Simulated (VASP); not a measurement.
Runs of VASP 6.6.1 on Pt. The structure is that of space group Fm-3m (No. 225), or close to it. The cells are those of the table. 

```csv
cell,gap on the mesh (eV),pressure (GPa)
"a = 2.873, b = 2.873, c = 2.838 Å, angles 60.4, 60.4, 59.2°, 1 atom",none,-16.8
"a = 2.804, b = 2.804, c = 2.838 Å, angles 59.6, 59.6, 60.8°, 1 atom",none,(a)
"a = 2.873, b = 2.873, c = 2.907 Å, angles 59.6, 59.6, 60.8°, 1 atom",none,-20.7
"a = 2.839, b = 2.839, c = 2.769 Å, angles 60.8, 60.8, 58.4°, 1 atom",none,-6.6
```

Alike in all rows: task single point; level r2SCAN; potentials or basis VASP PAW PBE potentials, release 64 (Pt); no spin polarisation; k mesh 20 × 20 × 20; cutoff (eV) 520; smearing gaussian 0.15 eV.

Task: Fill in the values left out.

Result: (a) -7.0.

Caveats: the cell stands under tension; the PAW data sets were made with another functional, which shifts forces and pressure a little; spin-orbit coupling is left out, which moves the levels of the heavy elements.

A k mesh can miss the band edges, and the runs leave out spin-orbit coupling on Pt.

A gap of «none» marks levels without a gap at the run's occupations.
